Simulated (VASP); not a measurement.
# MgO (CsCl type) (Pm-3m) in VASP: further runs

MgO (CsCl type) is run at these levels: PBE; tasks: single point, relaxation of cell and atoms.

Everything below comes from runs of VASP 6.6.1. Logs are shortened: lines on timing, memory, paths and dates and some standing lists are left out, and cuts for length are marked.

### Step 1. The cell of the first run

The structure is cubic, space group Pm-3m (No. 221). The conventional cell has a = 2.590 Å, b = 2.590 Å, c = 2.590 Å, α = 90.00°, β = 90.00°, γ = 90.00°. Mg (site symmetry m-3m) has 8 O at 2.24 Å and 6 Mg at 2.59 Å within 3.0 Å. Within 3.0 Å of O (site symmetry m-3m) lie 8 Mg at 2.24 Å and 6 O at 2.59 Å.

### Step 2. Single point, PBE

The input, INCAR:

```
PREC     = Accurate       # precision mode
ENCUT    = 520            # plane-wave cutoff, eV
EDIFF    = 1E-6           # SCF threshold, eV
ISMEAR   = -1             # smearing method
SIGMA    = 0.05           # smearing width, eV
LREAL    = False          # projectors in reciprocal space
LASPH    = True           # aspherical terms in the spheres
NELM     = 80             # most SCF steps
ALGO     = Normal         # electronic algorithm
ISIF     = 2              # what is computed and relaxed
LWAVE    = False          # write WAVECAR
LCHARG   = False          # write CHGCAR
GGA      = PE             # functional
NBANDS   = 11             # bands
```

The input, KPOINTS:

```
regular mesh
0
Gamma
  14 14 14
```

The input, POSCAR:

```
MgO
1.0
    2.5899589941      0.0000000000      0.0000000000
    0.0000000000      2.5899589941      0.0000000000
    0.0000000000      0.0000000000      2.5899589941
Mg O
1 1
Direct
    0.0000000000      0.0000000000      0.0000000000
    0.5000000000      0.5000000000      0.5000000000
```

Potentials or basis: VASP PAW PBE potentials, release 64 (Mg, O).

Command:

```sh
cat potpaw_PBE.64/Mg/POTCAR potpaw_PBE.64/O/POTCAR > POTCAR
mpirun -np 1 vasp_std > vasp.out
```

OUTCAR:

```text
PREC = Accurate
   ENCUT = 520
   EDIFF = 1E-6
   ISMEAR = -1
   LREAL = False
   LASPH = True
   NELM = 80
   ISIF = 2
   GGA = PE

 ion  position               nearest neighbor table
   1  0.000  0.000  0.000-   2 2.24   2 2.24   2 2.24   2 2.24   2 2.24   2 2.24   2 2.24   2 2.24

   2  0.500  0.500  0.500-   1 2.24   1 2.24   1 2.24   1 2.24   1 2.24   1 2.24   1 2.24   1 2.24

  LATTYP: Found a simple cubic cell.
 ALAT       =     2.5899589941

  Lattice vectors:

 A1 = (   2.5899589941,   0.0000000000,   0.0000000000)
 A2 = (   0.0000000000,   2.5899589941,   0.0000000000)
 A3 = (   0.0000000000,   0.0000000000,   2.5899589941)

Analysis of symmetry for initial positions (statically):
=====================================================================
 Subroutine PRICEL returns:
 Original cell was already a primitive cell.

 Routine SETGRP: Setting up the symmetry group for a
 simple cubic supercell.

 Subroutine GETGRP returns: Found 48 space group operations
[... 9 lines left out ...]

 Routine SETGRP: Setting up the symmetry group for a
 simple cubic supercell.

 Subroutine GETGRP returns: Found 48 space group operations
[... 11 lines left out ...]
                                     Primitive cell

  volume of cell :      17.3732

  direct lattice vectors                    reciprocal lattice vectors
     2.589958994  0.000000000  0.000000000     0.386106499  0.000000000  0.000000000
     0.000000000  2.589958994  0.000000000     0.000000000  0.386106499  0.000000000
     0.000000000  0.000000000  2.589958994     0.000000000  0.000000000  0.386106499

  length of vectors
     2.589958994  2.589958994  2.589958994     0.386106499  0.386106499  0.386106499

  position of ions in fractional coordinates (direct lattice)
     0.000000000  0.000000000  0.000000000
     0.500000000  0.500000000  0.500000000

  ion indices of the primitive-cell ions
   primitive index   ion index
                 1           1
                 2           2

----------------------------------------------------------------------------------------

 KPOINTS: regular mesh

Automatic generation of k-mesh.
 Grid dimensions read from file:
 generate k-points for:   14   14   14

 Generating k-lattice:

  Cartesian coordinates                     Fractional coordinates (reciprocal lattice)
     0.027579036  0.000000000  0.000000000     0.071428571  0.000000000  0.000000000
[... 57 lines left out ...]
   ENCUT  =  520.0 eV  38.22 Ry    6.18 a.u.   4.82  4.82  4.82*2*pi/ulx,y,z
   NELM   =     80;   NELMIN=  2; NELMDL= -5     # of ELM steps
   EDIFF  = 0.1E-05   stopping-criterion for ELM
   LREAL  =      F    real-space projection
[... 7 lines left out ...]
   TEBEG  =    0.0;   TEEND  =   0.0 temperature during run
   PSTRESS=    0.0 pullay stress
   NELECT =       8.0000    total number of electrons
   NUPDOWN=      -1.0000    fix difference up-down
   EMIN   =  10.00;   EMAX   =-10.00  energy-range for DOS
   EFERMI =   0.00;   METHOD = LEGACY
   ISMEAR =    -1;   SIGMA  =   0.05  broadening in eV -4-tet -1-fermi 0-gaus
   EFERMI_NEDOS =   21; number of points for ismear=-14 and -15
   IALGO  =     38    algorithm
   IMIX   =      4    mixing-type and parameters
     AMIX     =   0.40;   BMIX     =  1.00
     AMIX_MAG =   1.60;   BMIX_MAG =  1.00
  volume/ion in A,a.u.               =       8.69        58.62
  Fermi-wavevector in a.u.,A,eV,Ry     =   1.264189  2.388970 21.744468  1.598173
  Thomas-Fermi vector in A             =   2.397507
   LORBIT       =      0    0 simple, 1 ext, 2 COOP (PROOUT), +10 PAW based schemes
   GGA     = PE    functional components
   LHFCALC =     F    Hartree Fock is set to
   AEXX    =    0.0000 exact exchange contribution
   IVDW    =     0    specifies the selected vdW correction
   LEPSILON=     F    determine dielectric tensor
   LRPA    =     F    only Hartree local field effects (RPA)
 non-spin polarized calculation
  energy-cutoff  :      520.00
  volume of cell :       17.37
 maximum number of plane-waves:       480
 NGX is ok and might be reduce to    20
   NGX =  9   NGY =  9   NGZ =  9

 number of electron       8.0000005 magnetization

 Free energy of the ion-electron system (eV)
  ---------------------------------------------------
  ext. energy  EPLUGINS =         0.00000000
  ---------------------------------------------------
  free energy    TOTEN  =       -10.35099639 eV

  energy without entropy =      -10.35099639  energy(sigma->0) =      -10.35099639

 E-fermi :   6.5232     XC(G=0): -11.5500

 val. band max:        5.4869478592   @ k =   0.5000   0.5000   0.0000
 cond. band min:       8.4753761791   @ k =   0.0000   0.0000   0.0000
 fundamental gap:      2.9884283198
 Fermi energy:         6.5232093567

 k-point     1 :       0.0000    0.0000    0.0000
  band No.  band energies     occupation
      1     -13.3760      2.00000
      2       4.4229      2.00000
      3       4.4229      2.00000
      4       4.4229      2.00000
      5       8.4754      0.00000
      6      16.0294      0.00000
      7      16.0294      0.00000
      8      26.6190      0.00000
      9      26.6190      0.00000
     10      26.6190      0.00000
     11      33.6654      0.00000
[... 309 lines left out ...]
 k-point    24 :       0.3571    0.2143    0.0000
  band No.  band energies     occupation
      1     -11.9718      2.00000
      2       0.0652      2.00000
      3       2.6930      2.00000
      4       5.0079      2.00000
      5      13.1159      0.00000
      6      15.4762      0.00000
      7      17.9782      0.00000
      8      23.5092      0.00000
      9      24.9194      0.00000
     10      26.9507      0.00000
     11      27.7228      0.00000

 [... further k-points ...]

------------------------ aborting loop because EDIFF is reached ----------------------------------------

  FORCE on cell =-STRESS in cart. coord.  units (eV):
  Direction    XX          YY          ZZ          XY          YZ          ZX
  --------------------------------------------------------------------------------------
  -------------------------------------------------------------------------------------
  Total        1.3292234      1.3292234      1.3292234     -0.0000000     -0.0000000     -0.0000000
  in kB      122.5828975    122.5828975    122.5828975     -0.0000000     -0.0000000     -0.0000000
  external PRESSURE =     122.5828975 kB  Pullay stress =       0.0000000 kB

 VOLUME and BASIS-vectors are now :
 -----------------------------------------------------------------------------
  energy-cutoff  :      520.00
  volume of cell :       17.37
      direct lattice vectors                 reciprocal lattice vectors
     2.589958994  0.000000000  0.000000000     0.386106499  0.000000000  0.000000000
     0.000000000  2.589958994  0.000000000     0.000000000  0.386106499  0.000000000
     0.000000000  0.000000000  2.589958994     0.000000000  0.000000000  0.386106499

 POSITION                                       TOTAL-FORCE (eV/Angst)
 -----------------------------------------------------------------------------------
      0.00000      0.00000      0.00000         0.000000      0.000000      0.000000
      1.29498      1.29498      1.29498         0.000000      0.000000      0.000000
 -----------------------------------------------------------------------------------
    total drift:                                0.000000      0.000000      0.000000

  FREE ENERGIE OF THE ION-ELECTRON SYSTEM (eV)
  ---------------------------------------------------
  free  energy   TOTEN  =       -10.3509963924 eV

  energy  without entropy=      -10.3509963924  energy(sigma->0) =      -10.35099639
```

OSZICAR:

```text
N       E                     dE             d eps       ncg     rms          rms(c)
DAV:   1     0.139567808889E+02    0.13957E+02   -0.46532E+03  3104   0.648E+02
DAV:   2    -0.115138876279E+02   -0.25471E+02   -0.24659E+02  3059   0.133E+02
DAV:   3    -0.120042783205E+02   -0.49039E+00   -0.49017E+00  3102   0.159E+01
DAV:   4    -0.120052696627E+02   -0.99134E-03   -0.99133E-03  2843   0.812E-01
DAV:   5    -0.120052723788E+02   -0.27162E-05   -0.27162E-05  3083   0.418E-02    0.708E+00
DAV:   6    -0.104137023468E+02    0.15916E+01   -0.81359E+00  2688   0.159E+01    0.212E+00
DAV:   7    -0.103762161481E+02    0.37486E-01   -0.59734E-02  2868   0.213E+00    0.130E+00
DAV:   8    -0.103512816746E+02    0.24934E-01   -0.33107E-02  2840   0.188E+00    0.217E-01
DAV:   9    -0.103510503262E+02    0.23135E-03   -0.31534E-04  2936   0.131E-01    0.136E-01
DAV:  10    -0.103509979890E+02    0.52337E-04   -0.23311E-04  2796   0.129E-01    0.853E-03
DAV:  11    -0.103509965347E+02    0.14542E-05   -0.63594E-06  2913   0.165E-02    0.286E-03
DAV:  12    -0.103509963924E+02    0.14230E-06   -0.12755E-07  1443   0.355E-03
   1 F= -.10350996E+02 E0= -.10350996E+02  d E =-.129845E-10
```

Run time: 22 s. Hardware: 1 thread of Intel Xeon 8259CL, shared host; peak memory 0.14 GiB.

What came out:

```
Free energy            : -10.3510 eV
Pressure               : 12.3 GPa
Band gap on the k mesh : 2.99 eV, indirect (least direct gap 4.05 eV)
```

A k mesh can miss the band edges.

(Continued in part 2 of 2.)
